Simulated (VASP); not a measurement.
# NaCaBr3 (Pm-3m) in VASP: notebook, part 2 of 2

VASP 6.6.1.

### 4 Single point, r2SCAN (34.83 Å³/atom)

This run uses another cell than the first one, of 34.83 Å³/atom.

Input file POSCAR:

```
NaCaBr3
1.0
    5.5843245267      0.0000000000      0.0000000000
    0.0000000000      5.5843245267      0.0000000000
    0.0000000000      0.0000000000      5.5843245267
Na Ca Br
1 1 3
Direct
    0.0000000000      0.0000000000      0.0000000000
    0.5000000000      0.5000000000      0.5000000000
    0.5000000000      0.5000000000      0.0000000000
    0.5000000000      0.0000000000      0.5000000000
    0.0000000000      0.5000000000      0.5000000000
```

Input file INCAR.step1:

```
PREC     = Accurate       # precision mode
ENCUT    = 520            # plane-wave cutoff, eV
ISMEAR   = 0              # smearing method
SIGMA    = 0.01           # smearing width, eV
LREAL    = False          # projectors in reciprocal space
LASPH    = True           # aspherical terms in the spheres
NELM     = 100            # most SCF steps
NBANDS   = 27             # bands
GGA      = PE             # functional
ALGO     = Normal         # electronic algorithm
EDIFF    = 1E-4           # SCF threshold, eV
LWAVE    = True           # write WAVECAR
LCHARG   = False          # write CHGCAR
```

Input file INCAR.step2:

```
PREC     = Accurate       # precision mode
ENCUT    = 520            # plane-wave cutoff, eV
EDIFF    = 1E-6           # SCF threshold, eV
ISMEAR   = 0              # smearing method
SIGMA    = 0.01           # smearing width, eV
LREAL    = False          # projectors in reciprocal space
LASPH    = True           # aspherical terms in the spheres
NELM     = 100            # most SCF steps
ALGO     = Normal         # electronic algorithm
ISIF     = 2              # what is computed and relaxed
LWAVE    = False          # write WAVECAR
LCHARG   = False          # write CHGCAR
METAGGA  = R2SCAN         # meta-GGA
LMIXTAU  = True         
NBANDS   = 27             # bands
ISTART   = 1
```

Input file KPOINTS:

```
regular mesh
0
Gamma
  4 4 4
```

Potentials or basis: VASP PAW PBE potentials, release 64 (Na_pv, Ca_sv, Br).

The run is started by

```console
> cat potpaw_PBE.64/Na_pv/POTCAR potpaw_PBE.64/Ca_sv/POTCAR potpaw_PBE.64/Br/POTCAR > POTCAR
> cp INCAR.step1 INCAR
> mpirun -np 1 vasp_std > vasp.out
> cp INCAR.step2 INCAR
> mpirun -np 1 vasp_std > vasp.out
```

OUTCAR:

```text
PREC = Accurate
   ENCUT = 520
   EDIFF = 1E-6
   ISMEAR = 0
   LREAL = False
   LASPH = True
   NELM = 100
   ISIF = 2
   METAGGA = R2SCAN
   ISTART = 1

 ion  position               nearest neighbor table
   1  0.000  0.000  0.000-
   2  0.500  0.500  0.500-   3 2.79   4 2.79   5 2.79   3 2.79   4 2.79   5 2.79
   3  0.500  0.500  0.000-   2 2.79   2 2.79
   4  0.500  0.000  0.500-   2 2.79   2 2.79
   5  0.000  0.500  0.500-   2 2.79   2 2.79

  LATTYP: Found a simple cubic cell.
 ALAT       =     5.5843245267

  Lattice vectors:

 A1 = (   5.5843245267,   0.0000000000,   0.0000000000)
 A2 = (   0.0000000000,   5.5843245267,   0.0000000000)
 A3 = (   0.0000000000,   0.0000000000,   5.5843245267)

Analysis of symmetry for initial positions (statically):
=====================================================================
 Subroutine PRICEL returns:
 Original cell was already a primitive cell.

 Routine SETGRP: Setting up the symmetry group for a
 simple cubic supercell.

 Subroutine GETGRP returns: Found 48 space group operations
 (whereof 48 operations were pure point group operations)
 out of a pool of 48 trial point group operations.

The static configuration has the point symmetry O_h .

Analysis of symmetry for dynamics (positions and initial velocities):
=====================================================================
 Subroutine PRICEL returns:
 Original cell was already a primitive cell.

 Routine SETGRP: Setting up the symmetry group for a
 simple cubic supercell.

 Subroutine GETGRP returns: Found 48 space group operations
 (whereof 48 operations were pure point group operations)
 out of a pool of 48 trial point group operations.

The dynamic configuration has the point symmetry O_h .

 Subroutine INISYM returns: Found 48 space group operations
 (whereof 48 operations are pure point group operations),
 and found     1 'primitive' translations

----------------------------------------------------------------------------------------

                                     Primitive cell

  volume of cell :     174.1454

  direct lattice vectors                    reciprocal lattice vectors
     5.584324527  0.000000000  0.000000000     0.179072687  0.000000000  0.000000000
     0.000000000  5.584324527  0.000000000     0.000000000  0.179072687  0.000000000
     0.000000000  0.000000000  5.584324527     0.000000000  0.000000000  0.179072687

  length of vectors
     5.584324527  5.584324527  5.584324527     0.179072687  0.179072687  0.179072687

  position of ions in fractional coordinates (direct lattice)
     0.000000000  0.000000000  0.000000000
     0.500000000  0.500000000  0.500000000
     0.500000000  0.500000000  0.000000000
     0.500000000  0.000000000  0.500000000
     0.000000000  0.500000000  0.500000000

  ion indices of the primitive-cell ions
   primitive index   ion index
                 1           1
                 2           2
                 3           3
                 4           4
                 5           5

[... 23 lines left out ...]

 Found     10 irreducible k-points:

 Following reciprocal coordinates:
            Coordinates               Weight
  0.000000  0.000000  0.000000      1.000000
  0.250000  0.000000  0.000000      6.000000
  0.500000  0.000000  0.000000      3.000000
  0.250000  0.250000  0.000000     12.000000
  0.500000  0.250000  0.000000     12.000000
  0.500000  0.500000  0.000000      3.000000
  0.250000  0.250000  0.250000      8.000000
  0.500000  0.250000  0.250000     12.000000
  0.500000  0.500000  0.250000      6.000000
  0.500000  0.500000  0.500000      1.000000
   k-points           NKPTS =     10   k-points in BZ     NKDIM =     10   number of bands    NBANDS=     27
   number of dos      NEDOS =    301   number of ions     NIONS =      5
   total plane-waves  NPLWV =  74088
   dimension x,y,z NGX =    42 NGY =   42 NGZ =   42
   dimension x,y,z NGXF=    84 NGYF=   84 NGZF=   84
   ions per type =               1   1   3
   NGX,Y,Z   is equivalent  to a cutoff of  12.50, 12.50, 12.50 a.u.
   NGXF,Y,Z  is equivalent  to a cutoff of  25.01, 25.01, 25.01 a.u.
 SYSTEM =  unknown system
   PREC   = accura    normal or accurate (medium, high low for compatibility)
   ISTART =      1    job   : 0-new  1-cont  2-samecut
   ICHARG =      0    charge: 1-file 2-atom 10-const
   ISPIN  =      1    spin polarized calculation?
   LNONCOLLINEAR =      F non collinear calculations
   LSORBIT =      F    spin-orbit coupling
   LASPH  =      T    aspherical Exc in radial PAW
   ENCUT  =  520.0 eV  38.22 Ry    6.18 a.u.  10.38 10.38 10.38*2*pi/ulx,y,z
   NELM   =    100;   NELMIN=  2; NELMDL=  0     # of ELM steps
   EDIFF  = 0.1E-05   stopping-criterion for ELM
   LREAL  =      F    real-space projection
   EDIFFG = 0.1E-04   stopping-criterion for IOM
   NSW    =      0    number of steps for IOM
   IBRION =     -1    ionic relax: 0-MD 1-quasi-New 2-CG
   NFREE  =      0    steps in history (QN), initial steepest desc. (CG)
   ISIF   =      2    stress and relaxation
   ISYM   =      2    0-nonsym 1-usesym 2-fastsym
   POTIM  = 0.5000    time-step for ionic-motion
   TEBEG  =    0.0;   TEEND  =   0.0 temperature during run
   PSTRESS=    0.0 pullay stress
   NELECT =      38.0000    total number of electrons
   NUPDOWN=      -1.0000    fix difference up-down
   EMIN   =  10.00;   EMAX   =-10.00  energy-range for DOS
   EFERMI =   0.00;   METHOD = LEGACY
   ISMEAR =     0;   SIGMA  =   0.01  broadening in eV -4-tet -1-fermi 0-gaus
   EFERMI_NEDOS =   21; number of points for ismear=-14 and -15
   IALGO  =     38    algorithm
   IMIX   =      4    mixing-type and parameters
     AMIX     =   0.40;   BMIX     =  1.00
     AMIX_MAG =   1.60;   BMIX_MAG =  1.00
  volume/ion in A,a.u.               =      34.83       235.04
  Fermi-wavevector in a.u.,A,eV,Ry     =   0.985596  1.862505 13.216679  0.971398
  Thomas-Fermi vector in A             =   2.116914
   LORBIT       =      0    0 simple, 1 ext, 2 COOP (PROOUT), +10 PAW based schemes
   METAGGA = R2SCAN    functional components
   LHFCALC =     F    Hartree Fock is set to
   AEXX    =    0.0000 exact exchange contribution
   IVDW    =     0    specifies the selected vdW correction
   LEPSILON=     F    determine dielectric tensor
   LRPA    =     F    only Hartree local field effects (RPA)
 non-spin polarized calculation
 Gauss-broadening in eV      SIGMA  =   0.01
  energy-cutoff  :      520.00
  volume of cell :      174.15
 maximum number of plane-waves:      4713
 NGX is ok and might be reduce to    42
   NGX = 21   NGY = 21   NGZ = 21

 number of electron      37.9999972 magnetization

 Free energy of the ion-electron system (eV)
  ---------------------------------------------------
  ext. energy  EPLUGINS =         0.00000000
  ---------------------------------------------------
  free energy    TOTEN  =       -59.96163930 eV

  energy without entropy =      -59.96163930  energy(sigma->0) =      -59.96163930

 E-fermi :  -1.0782     XC(G=0):  -7.6306

 val. band max:       -1.1650725677   @ k =   0.5000   0.5000   0.5000
 cond. band min:       2.6429950750   @ k =   0.0000   0.0000   0.0000
 fundamental gap:      3.8080676427
 Fermi energy:        -1.0782158291

 k-point     1 :       0.0000    0.0000    0.0000
  band No.  band energies     occupation
      1     -41.4031      2.00000
      2     -25.5965      2.00000
      3     -25.5965      2.00000
      4     -25.5965      2.00000
      5     -21.5904      2.00000
      6     -21.5904      2.00000
[... 289 lines left out ...]
     26       6.5854      0.00000
     27       7.7237      0.00000

------------------------ aborting loop because EDIFF is reached ----------------------------------------

  FORCE on cell =-STRESS in cart. coord.  units (eV):
  Direction    XX          YY          ZZ          XY          YZ          ZX
  --------------------------------------------------------------------------------------
  -------------------------------------------------------------------------------------
  Total        0.8551217      0.8551217      0.8551217     -0.0000000      0.0000000      0.0000000
  in kB        7.8673153      7.8673153      7.8673153     -0.0000000      0.0000000      0.0000000
  external PRESSURE =       7.8673153 kB  Pullay stress =       0.0000000 kB

 VOLUME and BASIS-vectors are now :
 -----------------------------------------------------------------------------
  energy-cutoff  :      520.00
  volume of cell :      174.15
      direct lattice vectors                 reciprocal lattice vectors
     5.584324527  0.000000000  0.000000000     0.179072687  0.000000000  0.000000000
     0.000000000  5.584324527  0.000000000     0.000000000  0.179072687  0.000000000
     0.000000000  0.000000000  5.584324527     0.000000000  0.000000000  0.179072687

 POSITION                                       TOTAL-FORCE (eV/Angst)
 -----------------------------------------------------------------------------------
      0.00000      0.00000      0.00000         0.000000      0.000000      0.000000
      2.79216      2.79216      2.79216         0.000000      0.000000      0.000000
      2.79216      2.79216      0.00000         0.000000      0.000000      0.000000
      2.79216      0.00000      2.79216         0.000000      0.000000      0.000000
      0.00000      2.79216      2.79216         0.000000      0.000000      0.000000
 -----------------------------------------------------------------------------------
    total drift:                                0.000000     -0.000000     -0.000000

  FREE ENERGIE OF THE ION-ELECTRON SYSTEM (eV)
  ---------------------------------------------------
  free  energy   TOTEN  =       -59.9616393016 eV

  energy  without entropy=      -59.9616393016  energy(sigma->0) =      -59.96163930
```

It took 89 s on 1 thread of AMD EPYC 9R45 (Zen 5), shared host; peak memory 0.27 GiB.

What came out:

```yaml
Free_energy: -59.9616 eV
Pressure: 0.8 GPa
Band_gap_on_the_k_mesh: 3.81 eV (least direct gap 4.15 eV)
```

Levels at points of the mesh, in eV from the valence-band top:
```tsv
k point	band 15	band 16	band 17	band 18	band 19	band 20	band 21	band 22	band 23	band 24
(0.00, 0.00, 0.00)	-0.64	-0.64	-0.34	-0.34	-0.34	3.81	5.45	5.45	5.45	6.86
(0.50, 0.00, 0.00)	-1.05	-1.05	-0.79	-0.44	-0.44	5.50	5.55	5.96	6.59	6.59
(0.50, 0.50, 0.00)	-1.05	-1.05	-1.03	-1.03	-0.01	5.75	6.69	6.69	6.94	7.31
(0.50, 0.50, 0.50)	-1.51	-1.51	0.00	0.00	0.00	4.66	7.40	7.40	7.40	7.75
```

Caveat: the PAW data sets were made with another functional, which shifts forces and pressure a little. A k mesh can miss the band edges.

### 5 Single point, r2SCAN

This run uses another cell than the first one, of 35.91 Å³/atom.

POSCAR: that of step 4 with these lines changed.

```diff
@@ -2,5 +2,5 @@
 1.0
-    5.5843245267      0.0000000000      0.0000000000
-    0.0000000000      5.5843245267      0.0000000000
-    0.0000000000      0.0000000000      5.5843245267
+    5.6413113660      0.0000000000      0.0000000000
+    0.0000000000      5.6413113660      0.0000000000
+    0.0000000000      0.0000000000      5.6413113660
 Na Ca Br
```

Input file INCAR.step1:

```
  ALGO = Normal
  EDIFF = 1E-4
  ENCUT = 520
  GGA = PE
  ISMEAR = 0
  LASPH = T
  LCHARG = F
  LREAL = F
  LWAVE = T
  NBANDS = 27
  NELM = 60
  PREC = Accurate
  SIGMA = 0.01
```

Input file INCAR.step2:

```
  ALGO = Normal
  EDIFF = 1E-6
  ENCUT = 520
  ISIF = 2
  ISMEAR = 0
  ISTART = 1
  LASPH = T
  LCHARG = F
  LMIXTAU = T
  LREAL = F
  LWAVE = F
  METAGGA = R2SCAN
  NBANDS = 27
  NELM = 60
  PREC = Accurate
  SIGMA = 0.01
```

Input file KPOINTS:

```
k-points
0
Gamma
  4 4 4
```

The run is started by

```console
> cat potpaw_PBE.64/Na_pv/POTCAR potpaw_PBE.64/Ca_sv/POTCAR potpaw_PBE.64/Br/POTCAR > POTCAR
> cp INCAR.step1 INCAR
> mpirun -np 1 vasp_std > vasp.out
> cp INCAR.step2 INCAR
> mpirun -np 1 vasp_std > vasp.out
```

Wall time 95 s (1 thread of AMD EPYC 9R45 (Zen 5), shared host); peak memory 0.28 GiB.

Results (log left out):

```yaml
Free_energy: -59.9761 eV
Pressure: 0.1 GPa
Band_gap_on_the_k_mesh: 3.80 eV (least direct gap 4.14 eV)
```

Levels at points of the mesh, in eV from the valence-band top:
```tsv
k point	band 17	band 18	band 19	band 20	band 21	band 22
(0.00, 0.00, 0.00)	-0.34	-0.34	-0.34	3.80	5.45	5.45
(0.50, 0.00, 0.00)	-0.74	-0.43	-0.43	5.43	5.55	5.92
(0.50, 0.50, 0.00)	-0.97	-0.97	-0.01	5.70	6.62	6.62
(0.50, 0.50, 0.50)	0.00	0.00	0.00	4.67	7.29	7.29
```

Caveat: the PAW data sets were made with another functional, which shifts forces and pressure a little.

### 6 Single point, r2SCAN (36.98 Å³/atom)

This run uses another cell than the first one, of 36.98 Å³/atom.

POSCAR: that of step 5 with these lines changed.

```diff
@@ -2,5 +2,5 @@
 1.0
-    5.6413113660      0.0000000000      0.0000000000
-    0.0000000000      5.6413113660      0.0000000000
-    0.0000000000      0.0000000000      5.6413113660
+    5.6971695667      0.0000000000      0.0000000000
+    0.0000000000      5.6971695667      0.0000000000
+    0.0000000000      0.0000000000      5.6971695667
 Na Ca Br
```

Input file INCAR.step1:

```
PREC = Accurate ; ENCUT = 520
ISMEAR = 0 ; SIGMA = 0.01
LREAL = F ; LASPH = T
NELM = 80 ; NBANDS = 27
GGA = PE ; ALGO = Normal
EDIFF = 1E-4 ; LWAVE = T
LCHARG = F
```

Input file INCAR.step2:

```
PREC = Accurate ; ENCUT = 520
EDIFF = 1E-6 ; ISMEAR = 0
SIGMA = 0.01 ; LREAL = F
LASPH = T ; NELM = 80
ALGO = Normal ; ISIF = 2
LWAVE = F ; LCHARG = F
METAGGA = R2SCAN ; LMIXTAU = T
NBANDS = 27 ; ISTART = 1
```

Input file KPOINTS:

```
Automatic mesh
0
Gamma
  4 4 4
```

Potentials or basis: VASP PAW PBE potentials, release 64 (Na_pv, Ca_sv, Br).

The run is started by

```console
> cat potpaw_PBE.64/Na_pv/POTCAR potpaw_PBE.64/Ca_sv/POTCAR potpaw_PBE.64/Br/POTCAR > POTCAR
> cp INCAR.step1 INCAR
> mpirun -np 1 vasp_std > vasp.out
> cp INCAR.step2 INCAR
> mpirun -np 1 vasp_std > vasp.out
```

It took 1.8 min on 1 thread of AMD EPYC 9R45 (Zen 5), shared host; peak memory 0.28 GiB.

Results (log left out):

```
Free energy            : -59.9688 eV
Pressure               : -0.5 GPa
Band gap on the k mesh : 3.79 eV (least direct gap 4.13 eV)
```

Levels at points of the mesh, in eV from the valence-band top:
| k point | band 17 | band 18 | band 19 | band 20 | band 21 | band 22 |
| --- | --- | --- | --- | --- | --- | --- |
| (0.00, 0.00, 0.00) | -0.34 | -0.34 | -0.34 | 3.79 | 5.45 | 5.45 |
| (0.50, 0.00, 0.00) | -0.70 | -0.42 | -0.42 | 5.36 | 5.54 | 5.87 |
| (0.50, 0.50, 0.00) | -0.91 | -0.91 | -0.01 | 5.64 | 6.54 | 6.54 |
| (0.50, 0.50, 0.50) | 0.00 | 0.00 | 0.00 | 4.68 | 7.19 | 7.19 |

Caveat: the PAW data sets were made with another functional, which shifts forces and pressure a little. A k mesh can miss the band edges.

### 7 Single point, r2SCAN (38.06 Å³/atom)

This run uses another cell than the first one, of 38.06 Å³/atom.

POSCAR: that of step 6 with these lines changed.

```diff
@@ -2,5 +2,5 @@
 1.0
-    5.6971695667      0.0000000000      0.0000000000
-    0.0000000000      5.6971695667      0.0000000000
-    0.0000000000      0.0000000000      5.6971695667
+    5.7519534040      0.0000000000      0.0000000000
+    0.0000000000      5.7519534040      0.0000000000
+    0.0000000000      0.0000000000      5.7519534040
 Na Ca Br
```

Input file INCAR.step1:

```
SYSTEM = NaCaBr3
PREC = Accurate
ENCUT = 520
ISMEAR = 0
SIGMA = 0.01
LREAL = .FALSE.
LASPH = .TRUE.
NELM = 80
NBANDS = 27
GGA = PE
ALGO = Normal
EDIFF = 1E-4
LWAVE = .TRUE.
LCHARG = .FALSE.
```

Input file INCAR.step2:

```
SYSTEM = NaCaBr3
PREC = Accurate
ENCUT = 520
EDIFF = 1E-6
ISMEAR = 0
SIGMA = 0.01
LREAL = .FALSE.
LASPH = .TRUE.
NELM = 80
ALGO = Normal
ISIF = 2
LWAVE = .FALSE.
LCHARG = .TRUE.
METAGGA = R2SCAN
LMIXTAU = .TRUE.
LELF = .TRUE.
LVHAR = .TRUE.
NBANDS = 27
ISTART = 1
```

Input file KPOINTS:

```
Automatic mesh
0
G
  4 4 4
  0 0 0
```

The run is started by

```console
> cat potpaw_PBE.64/Na_pv/POTCAR potpaw_PBE.64/Ca_sv/POTCAR potpaw_PBE.64/Br/POTCAR > POTCAR
> cp INCAR.step1 INCAR
> mpirun -np 1 vasp_std > vasp.out
> cp INCAR.step2 INCAR
> mpirun -np 1 vasp_std > vasp.out
```

It took 2.6 min on 1 thread of AMD EPYC 9R45 (Zen 5), shared host; peak memory 0.35 GiB.

Results (log left out):

```
Free energy            : -59.9413 eV
Pressure               : -1.1 GPa
Band gap on the k mesh : 3.78 eV (least direct gap 4.11 eV)
```

Levels at points of the mesh, in eV from the valence-band top:
| k point | band 16 | band 17 | band 18 | band 19 | band 20 | band 21 | band 22 | band 23 |
| --- | --- | --- | --- | --- | --- | --- | --- | --- |
| (0.00, 0.00, 0.00) | -0.54 | -0.33 | -0.33 | -0.33 | 3.78 | 5.45 | 5.45 | 5.45 |
| (0.50, 0.00, 0.00) | -0.88 | -0.66 | -0.40 | -0.40 | 5.30 | 5.53 | 5.82 | 6.38 |
| (0.50, 0.50, 0.00) | -0.89 | -0.86 | -0.86 | -0.01 | 5.58 | 6.47 | 6.47 | 6.61 |
| (0.50, 0.50, 0.50) | -1.37 | 0.00 | 0.00 | 0.00 | 4.69 | 7.08 | 7.08 | 7.08 |

Caveat: the PAW data sets were made with another functional, which shifts forces and pressure a little.

### 8 Summary

| level | cell | gap on the mesh (eV) | pressure (GPa) |
| --- | --- | --- | --- |
| PBE | a = 5.791 Å, 5 atoms | 3.03 | -1.0 |
| r2SCAN | a = 5.526 Å, 5 atoms | 3.81 | 1.7 |
| r2SCAN | a = 5.584 Å, 5 atoms | 3.81 | 0.8 |
| r2SCAN | a = 5.641 Å, 5 atoms | 3.80 | 0.1 |
| r2SCAN | a = 5.697 Å, 5 atoms | 3.79 | -0.5 |
| r2SCAN | a = 5.752 Å, 5 atoms | 3.78 | -1.1 |

Alike in all rows: task single point; potentials or basis VASP PAW PBE potentials, release 64 (Na_pv, Ca_sv, Br); no spin polarisation; k mesh 4 × 4 × 4; cutoff (eV) 520; smearing gaussian 0.01 eV.

Caveats: the PAW data sets were made with another functional, which shifts forces and pressure a little (at least some runs).

Total energies depend on the potentials used, so only differences within one code and one set of settings carry meaning.
